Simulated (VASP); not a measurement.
Write the native input for VASP 6.6.1 that does the following.

```
Task                   : single point
Functional             : PBEsol
Potentials or basis    : VASP PAW PBE potentials, release 64 (In_d, Sb)
Cutoff                 : 500 eV
k mesh                 : 10 × 10 × 10
Occupations            : gaussian, width 0.01 eV
Spin                   : non-collinear spin, zero start, spin-orbit coupling
Starting moments       : [[0.0, 0.0, 0.0], [0.0, 0.0, 0.0]] μB
Dipole correction      : no
Further INCAR settings : ALGO = Normal; EDIFF = 1e-06; NBANDS = 30
```

The structure of InSb lies in POSCAR:

```
InSb
1.0
    0.0000000000      3.2395000000      3.2395000000
    3.2395000000      0.0000000000      3.2395000000
    3.2395000000      3.2395000000      0.0000000000
In Sb
1 1
Direct
    0.0000000000      0.0000000000      0.0000000000
    0.2500000000      0.2500000000      0.2500000000
```

The input as run:

INCAR

```
PREC     = Accurate       # precision mode
ENCUT    = 500            # plane-wave cutoff, eV
EDIFF    = 1E-6           # SCF threshold, eV
ISMEAR   = 0              # smearing method
SIGMA    = 0.01           # smearing width, eV
LREAL    = False          # projectors in reciprocal space
LASPH    = True           # aspherical terms in the spheres
NELM     = 200            # most SCF steps
ALGO     = Normal         # electronic algorithm
ISIF     = 2              # what is computed and relaxed
LWAVE    = False          # write WAVECAR
LCHARG   = False          # write CHGCAR
MAGMOM   = 0 0 0 0 0 0    # initial moments
LORBIT   = 11             # projections on sites
LSORBIT  = True           # spin-orbit coupling
GGA_COMPAT= False        
LORBMOM  = True         
GGA      = PS             # functional
NBANDS   = 30             # bands
```

KPOINTS

```
Automatic mesh
0
Gamma
  10 10 10
```

Potentials or basis: VASP PAW PBE potentials, release 64 (In_d, Sb).

Run with:

```bash
$ cat potpaw_PBE.64/In_d/POTCAR potpaw_PBE.64/Sb/POTCAR > POTCAR
$ mpirun -np 1 vasp_ncl > vasp.out
```

Results of the run:

```yaml
Pressure: 0.9 GPa
Net_moment: 0.00 μB per cell
Valence_electrons_inside_the_program's_atomic_spheres: In 11.46; Sb 2.49
```

Caveat: the PAW data sets were made with another functional, which shifts forces and pressure a little.

It took 6.5 min on 1 thread of Oxide Virtual Turin-like Processor (shared host), peak memory 0.48 GiB.
